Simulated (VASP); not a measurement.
# HfN (Fm-3m) in VASP: single point with PBE+D4

Aim: the single point of HfN with PBE+D4.

Everything below comes from runs of VASP 6.6.1. Logs are shortened: lines on timing, memory, paths and dates and some standing lists are left out, and cuts for length are marked.

### Step 1. The cell of the first run

The structure is cubic, space group Fm-3m (No. 225). Conventional cell: a = 4.512 Å, b = 4.512 Å, c = 4.512 Å, α = 90.00°, β = 90.00°, γ = 90.00°. Hf (site symmetry m-3m) has 6 N at 2.26 Å within 3.0 Å. N (site symmetry m-3m) has 6 Hf at 2.26 Å within 3.0 Å.

### Step 2. Single point, PBE+D4

INCAR

```
PREC = Accurate ; ENCUT = 600
EDIFF = 1E-6 ; ISMEAR = 1
SIGMA = 0.02 ; LREAL = F
LASPH = T ; NELM = 120
ALGO = Normal ; ISIF = 2
LWAVE = F ; LCHARG = F
GGA = PE ; IVDW = 13
NBANDS = 74 ; GGA_COMPAT = F
```

KPOINTS

```
Automatic mesh
0
Gamma
  2 2 2
```

POSCAR

```
HfN
1.0
    0.0000000000      4.5120000000      4.5120000000
    4.5120000000      0.0000000000      4.5120000000
    4.5120000000      4.5120000000      0.0000000000
Hf N
8 8
Direct
    0.0000000000      0.0000000000      0.0000000000
    0.0000000000      0.0000000000      0.5000000000
    0.0000000000      0.5000000000      0.0000000000
    0.0000000000      0.5000000000      0.5000000000
    0.5000000000      0.0000000000      0.0000000000
    0.5000000000      0.0000000000      0.5000000000
    0.5000000000      0.5000000000      0.0000000000
    0.5000000000      0.5000000000      0.5000000000
    0.2500000000      0.2500000000      0.2500000000
    0.2500000000      0.2500000000      0.7500000000
    0.2500000000      0.7500000000      0.2500000000
    0.2500000000      0.7500000000      0.7500000000
    0.7500000000      0.2500000000      0.2500000000
    0.7500000000      0.2500000000      0.7500000000
    0.7500000000      0.7500000000      0.2500000000
    0.7500000000      0.7500000000      0.7500000000
```

Potentials or basis: VASP PAW PBE potentials, release 64 (Hf_pv, N).

Started as:

```
$ cat potpaw_PBE.64/Hf_pv/POTCAR potpaw_PBE.64/N/POTCAR > POTCAR
$ mpirun -np 1 vasp_std > vasp.out
```

OUTCAR:

```text
PREC = Accurate
   ENCUT = 600
   EDIFF = 1E-6
   ISMEAR = 1
   LREAL = F
   LASPH = T
   NELM = 120
   ISIF = 2
   GGA = PE
   IVDW = 13

 ion  position               nearest neighbor table
   1  0.000  0.000  0.000-  10 2.26  11 2.26  12 2.26  13 2.26  14 2.26  15 2.26   2 3.19   3 3.19
                             5 3.19   2 3.19   4 3.19   6 3.19   3 3.19   4 3.19   7 3.19   5 3.19
   2  0.000  0.000  0.500-   9 2.26  11 2.26  12 2.26  13 2.26  14 2.26  16 2.26   1 3.19   4 3.19
                             6 3.19   1 3.19   3 3.19   5 3.19   3 3.19   4 3.19   8 3.19   5 3.19
   3  0.000  0.500  0.000-   9 2.26  10 2.26  12 2.26  13 2.26  15 2.26  16 2.26   1 3.19   4 3.19
                             7 3.19   2 3.19   4 3.19   8 3.19   1 3.19   2 3.19   5 3.19   5 3.19
   4  0.000  0.500  0.500-   9 2.26  10 2.26  11 2.26  14 2.26  15 2.26  16 2.26   2 3.19   3 3.19
                             8 3.19   1 3.19   3 3.19   7 3.19   1 3.19   2 3.19   6 3.19   6 3.19
   5  0.500  0.000  0.000-   9 2.26  10 2.26  11 2.26  14 2.26  15 2.26  16 2.26   1 3.19   6 3.19
                             7 3.19   2 3.19   6 3.19   8 3.19   3 3.19   7 3.19   8 3.19   1 3.19
   6  0.500  0.000  0.500-   9 2.26  10 2.26  12 2.26  13 2.26  15 2.26  16 2.26   2 3.19   5 3.19
                             8 3.19   1 3.19   5 3.19   7 3.19   4 3.19   7 3.19   8 3.19   1 3.19
   7  0.500  0.500  0.000-   9 2.26  11 2.26  12 2.26  13 2.26  14 2.26  16 2.26   3 3.19   5 3.19
                             8 3.19   4 3.19   6 3.19   8 3.19   1 3.19   5 3.19   6 3.19   1 3.19
   8  0.500  0.500  0.500-  10 2.26  11 2.26  12 2.26  13 2.26  14 2.26  15 2.26   4 3.19   6 3.19
                             7 3.19   3 3.19   5 3.19   7 3.19   2 3.19   5 3.19   6 3.19   2 3.19
   9  0.250  0.250  0.250-   2 2.26   3 2.26   4 2.26   5 2.26   6 2.26   7 2.26
  10  0.250  0.250  0.750-   1 2.26   3 2.26   4 2.26   5 2.26   6 2.26   8 2.26
  11  0.250  0.750  0.250-   1 2.26   2 2.26   4 2.26   5 2.26   7 2.26   8 2.26
  12  0.250  0.750  0.750-   1 2.26   2 2.26   3 2.26   6 2.26   7 2.26   8 2.26
  13  0.750  0.250  0.250-   1 2.26   2 2.26   3 2.26   6 2.26   7 2.26   8 2.26
  14  0.750  0.250  0.750-   1 2.26   2 2.26   4 2.26   5 2.26   7 2.26   8 2.26
  15  0.750  0.750  0.250-   1 2.26   3 2.26   4 2.26   5 2.26   6 2.26   8 2.26
  16  0.750  0.750  0.750-   2 2.26   3 2.26   4 2.26   5 2.26   6 2.26   7 2.26

  LATTYP: Found a face centered cubic cell.
 ALAT       =     9.0240000000

  Lattice vectors:

 A1 = (   0.0000000000,   4.5120000000,   4.5120000000)
 A2 = (   4.5120000000,   0.0000000000,   4.5120000000)
 A3 = (   4.5120000000,   4.5120000000,   0.0000000000)

Analysis of symmetry for initial positions (statically):
=====================================================================
 Subroutine PRICEL returns following result:

  LATTYP: Found a face centered cubic cell.
 ALAT       =     4.5120000000

  Lattice vectors:

 A1 = (   0.0000000000,   2.2560000000,   2.2560000000)
 A2 = (   2.2560000000,   0.0000000000,   2.2560000000)
 A3 = (   2.2560000000,   2.2560000000,   0.0000000000)

   8 primitive cells build up your supercell.

 Routine SETGRP: Setting up the symmetry group for a
 face centered cubic supercell.

 Subroutine GETGRP returns: Found 48 space group operations
 (whereof 48 operations were pure point group operations)
 out of a pool of 48 trial point group operations.

The static configuration has the point symmetry O_h .

Analysis of symmetry for dynamics (positions and initial velocities):
=====================================================================
 Subroutine PRICEL returns following result:

  LATTYP: Found a face centered cubic cell.
 ALAT       =     4.5120000000

  Lattice vectors:

 A1 = (   0.0000000000,   2.2560000000,   2.2560000000)
 A2 = (   2.2560000000,   0.0000000000,   2.2560000000)
 A3 = (   2.2560000000,   2.2560000000,   0.0000000000)

   8 primitive cells build up your supercell.

 Routine SETGRP: Setting up the symmetry group for a
 face centered cubic supercell.

 Subroutine GETGRP returns: Found 48 space group operations
 (whereof 48 operations were pure point group operations)
 out of a pool of 48 trial point group operations.

The dynamic configuration has the point symmetry O_h .

 Subroutine INISYM returns: Found 48 space group operations
 (whereof 48 operations are pure point group operations),
 and found     8 'primitive' translations

----------------------------------------------------------------------------------------

                                     Primitive cell

  volume of cell :      22.9640

  direct lattice vectors                    reciprocal lattice vectors
     0.000000000  2.256000000  2.256000000    -0.221631206  0.221631206  0.221631206
     2.256000000  0.000000000  2.256000000     0.221631206 -0.221631206  0.221631206
     2.256000000  2.256000000  0.000000000     0.221631206  0.221631206 -0.221631206

  length of vectors
     3.190465797  3.190465797  3.190465797     0.383876509  0.383876509  0.383876509

  position of ions in fractional coordinates (direct lattice)
     0.000000000  0.000000000  0.000000000
     0.500000000  0.500000000  0.500000000

  ion indices of the primitive-cell ions
   primitive index   ion index
                 1           1
                 2           9

----------------------------------------------------------------------------------------

 KPOINTS: Automatic mesh

Automatic generation of k-mesh.
 Grid dimensions read from file:
 generate k-points for:    2    2    2

 Generating k-lattice:

  Cartesian coordinates                     Fractional coordinates (reciprocal lattice)
    -0.055407801  0.055407801  0.055407801     0.500000000  0.000000000  0.000000000
     0.055407801 -0.055407801  0.055407801     0.000000000  0.500000000  0.000000000
     0.055407801  0.055407801 -0.055407801     0.000000000  0.000000000  0.500000000

  Length of vectors
     0.095969127  0.095969127  0.095969127

  Shift w.r.t. Gamma in fractional coordinates (k-lattice)
     0.000000000  0.000000000  0.000000000

 Subroutine IBZKPT returns following result:
 ===========================================

 Found      3 irreducible k-points:

 Following reciprocal coordinates:
            Coordinates               Weight
  0.000000  0.000000  0.000000      1.000000
  0.500000  0.000000  0.000000      4.000000
  0.500000  0.500000  0.000000      3.000000
   k-points           NKPTS =      3   k-points in BZ     NKDIM =      3   number of bands    NBANDS=     74
   number of dos      NEDOS =    301   number of ions     NIONS =     16
   total plane-waves  NPLWV = 157464
   dimension x,y,z NGX =    54 NGY =   54 NGZ =   54
   dimension x,y,z NGXF=   108 NGYF=  108 NGZF=  108
   ions per type =               8   8
   NGX,Y,Z   is equivalent  to a cutoff of  14.07, 14.07, 14.07 a.u.
   NGXF,Y,Z  is equivalent  to a cutoff of  28.14, 28.14, 28.14 a.u.
 SYSTEM =  unknown system
   PREC   = accura    normal or accurate (medium, high low for compatibility)
   ISTART =      0    job   : 0-new  1-cont  2-samecut
   ICHARG =      2    charge: 1-file 2-atom 10-const
   ISPIN  =      1    spin polarized calculation?
   LNONCOLLINEAR =      F non collinear calculations
   LSORBIT =      F    spin-orbit coupling
   LASPH  =      T    aspherical Exc in radial PAW
   ENCUT  =  600.0 eV  44.10 Ry    6.64 a.u.  12.74 12.74 12.74*2*pi/ulx,y,z
   NELM   =    120;   NELMIN=  2; NELMDL= -5     # of ELM steps
   EDIFF  = 0.1E-05   stopping-criterion for ELM
   LREAL  =      F    real-space projection
   EDIFFG = 0.1E-04   stopping-criterion for IOM
   NSW    =      0    number of steps for IOM
   IBRION =     -1    ionic relax: 0-MD 1-quasi-New 2-CG
   NFREE  =      0    steps in history (QN), initial steepest desc. (CG)
   ISIF   =      2    stress and relaxation
   ISYM   =      2    0-nonsym 1-usesym 2-fastsym
   POTIM  = 0.5000    time-step for ionic-motion
   TEBEG  =    0.0;   TEEND  =   0.0 temperature during run
   PSTRESS=    0.0 pullay stress
   NELECT =     120.0000    total number of electrons
   NUPDOWN=      -1.0000    fix difference up-down
   EMIN   =  10.00;   EMAX   =-10.00  energy-range for DOS
   EFERMI =   0.00;   METHOD = LEGACY
   ISMEAR =     1;   SIGMA  =   0.02  broadening in eV -4-tet -1-fermi 0-gaus
   EFERMI_NEDOS =   21; number of points for ismear=-14 and -15
   IALGO  =     38    algorithm
   IMIX   =      4    mixing-type and parameters
     AMIX     =   0.40;   BMIX     =  1.00
     AMIX_MAG =   1.60;   BMIX_MAG =  1.00
  volume/ion in A,a.u.               =      11.48        77.48
  Fermi-wavevector in a.u.,A,eV,Ry     =   1.420440  2.684242 27.451783  2.017649
  Thomas-Fermi vector in A             =   2.541355
   LORBIT       =      0    0 simple, 1 ext, 2 COOP (PROOUT), +10 PAW based schemes
   GGA     = PE    functional components
   LHFCALC =     F    Hartree Fock is set to
   AEXX    =    0.0000 exact exchange contribution
   IVDW    =    13    specifies the selected vdW correction
   LEPSILON=     F    determine dielectric tensor
   LRPA    =     F    only Hartree local field effects (RPA)
 non-spin polarized calculation
 Methfessel and Paxton  Order N= 1 SIGMA  =   0.02
  energy-cutoff  :      600.00
  volume of cell :      183.71
 maximum number of plane-waves:      6183
 NGX is ok and might be reduce to    54
   NGX = 25   NGY = 25   NGZ = 25

 number of electron     120.0000002 magnetization

 Free energy of the ion-electron system (eV)
  ---------------------------------------------------
  ext. energy  EPLUGINS =         0.00000000
  ---------------------------------------------------
  free energy    TOTEN  =      -173.99137339 eV

  energy without entropy =     -173.99103702  energy(sigma->0) =     -173.99126127

 E-fermi :   7.7808     XC(G=0): -12.7573

 val. band max:        7.7668503444   @ k =   0.5000   0.0000   0.0000
 cond. band min:       8.0645637285   @ k =   0.0000   0.0000   0.0000
 fundamental gap:      0.2977133841
 Fermi energy:         7.7807625699

 k-point     1 :       0.0000    0.0000    0.0000
  band No.  band energies     occupation
      1     -23.7116      2.00000
      2     -23.7116      2.00000
      3     -23.7116      2.00000
      4     -23.7116      2.00000
      5     -23.5446      2.00000
      6     -23.5446      2.00000
[... 64 lines left out ...]
     71      12.1337      0.00000
     72      12.1338      0.00000

 k-point     2 :       0.5000    0.0000    0.0000
  band No.  band energies     occupation
      1     -23.5069      2.00000
      2     -23.5069      2.00000
      3     -23.5069      2.00000
      4     -23.5069      2.00000
      5     -23.5069      2.00000
      6     -23.5069      2.00000
[... 64 lines left out ...]
     71      12.4399      0.00000
     72      12.4399      0.00000

 k-point     3 :       0.5000    0.5000    0.0000
  band No.  band energies     occupation
      1     -23.4368      2.00000
      2     -23.4368      2.00000
      3     -23.4368      2.00000
      4     -23.4368      2.00000
      5     -23.3043      2.00000
      6     -23.3043      2.00000
[... 64 lines left out ...]
     71      11.3397      0.00000
     72      11.3459      0.00000
 [bands above 72 left out]

------------------------ aborting loop because EDIFF is reached ----------------------------------------

  DFT-D4 for vdW energy calculation

  Edisp (eV):   -4.53602

  FORCE on cell =-STRESS in cart. coord.  units (eV):
  Direction    XX          YY          ZZ          XY          YZ          ZX
  --------------------------------------------------------------------------------------
  -------------------------------------------------------------------------------------
  Total      -0.62473    -0.62473    -0.62473    -0.00000     0.00000    -0.00000
  in kB      -5.44835    -5.44835    -5.44835    -0.00000     0.00000    -0.00000
  external pressure =       -5.45 kB  Pullay stress =        0.00 kB

 VOLUME and BASIS-vectors are now :
 -----------------------------------------------------------------------------
  energy-cutoff  :      600.00
  volume of cell :      183.71
      direct lattice vectors                 reciprocal lattice vectors
     0.000000000  4.512000000  4.512000000    -0.110815603  0.110815603  0.110815603
     4.512000000  0.000000000  4.512000000     0.110815603 -0.110815603  0.110815603
     4.512000000  4.512000000  0.000000000     0.110815603  0.110815603 -0.110815603

 POSITION                                       TOTAL-FORCE (eV/Angst)
 -----------------------------------------------------------------------------------
      0.00000      0.00000      0.00000        -0.000000     -0.000000      0.000000
      2.25600      2.25600      0.00000        -0.000000      0.000000     -0.000000
      2.25600      0.00000      2.25600         0.000000     -0.000000      0.000000
      4.51200      2.25600      2.25600        -0.000000     -0.000000      0.000000
      0.00000      2.25600      2.25600        -0.000000      0.000000     -0.000000
      2.25600      4.51200      2.25600        -0.000000     -0.000000     -0.000000
[... 8 lines left out ...]
      4.51200      4.51200      6.76800        -0.000000      0.000000     -0.000000
      6.76800      6.76800      6.76800        -0.000000     -0.000000      0.000000
 -----------------------------------------------------------------------------------
    total drift:                               -0.000000      0.000000      0.000000

  FREE ENERGIE OF THE ION-ELECTRON SYSTEM (eV)
  ---------------------------------------------------
  free  energy   TOTEN  =      -178.5273980530 eV

  energy  without entropy=     -178.5270616861  energy(sigma->0) =     -178.52728593
```

Run time: 84 s. Hardware: 1 thread of Intel Xeon Platinum 8488C (Sapphire Rapids), shared host; peak memory 0.39 GiB.

Results:

```yaml
Free_energy: -178.5274 eV
Pressure: -0.5 GPa
Band_gap_on_the_k_mesh: zero (bands 60 and 61 overlap by 1.78 eV)
Dispersion_energy_per_atom: -0.284 eV
```

Caveat: the k points lie up to 0.60 Å⁻¹ apart, too coarse for converged energies and pressures of a metal; spin-orbit coupling is left out, which moves the levels of the heavy elements.
